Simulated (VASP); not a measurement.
PtS2, 3 atoms in the cell. It takes space group P-3m1 (No. 164, trigonal). Conventional cell: a = 3.548 Å, b = 3.548 Å, c = 5.596 Å, α = 90.00°, β = 90.00°, γ = 120.00°. Within 3.2 Å of Pt (site symmetry -3m) lie 6 S at 2.39 Å. S (site symmetry 3m) has 3 Pt at 2.39 Å and 3 S at 3.21 Å within 3.3 Å. 

- Program: VASP 6.6.1
- Task: single point
- Functional: r2SCAN
- Potentials or basis: VASP PAW PBE potentials, release 64 (Pt, S)
- Cutoff: 550 eV
- k mesh: 8 × 8 × 4
- Occupations: gaussian, width 0.05 eV
- Spin: no spin polarisation
- Dipole correction: no
- Further INCAR settings: ALGO = Normal; EDIFF = 1e-06; NBANDS = 18

Potentials or basis: VASP PAW PBE potentials, release 64 (Pt, S).

Run with:

```console
$ cat potpaw_PBE.64/Pt/POTCAR potpaw_PBE.64/S/POTCAR > POTCAR
$ cp INCAR.step1 INCAR
$ mpirun -np 1 vasp_std > vasp.out
$ cp INCAR.step2 INCAR
$ mpirun -np 1 vasp_std > vasp.out
```

Hardware: 1 thread of Intel(R) Xeon(R) 6975P-C (Granite Rapids) (shared host).

Question: How long does it take, and how much memory?

Answer: It took 61 s on 1 thread of Intel(R) Xeon(R) 6975P-C (Granite Rapids), with other jobs on the host, peak memory 0.21 GiB. Counts: k points 35.
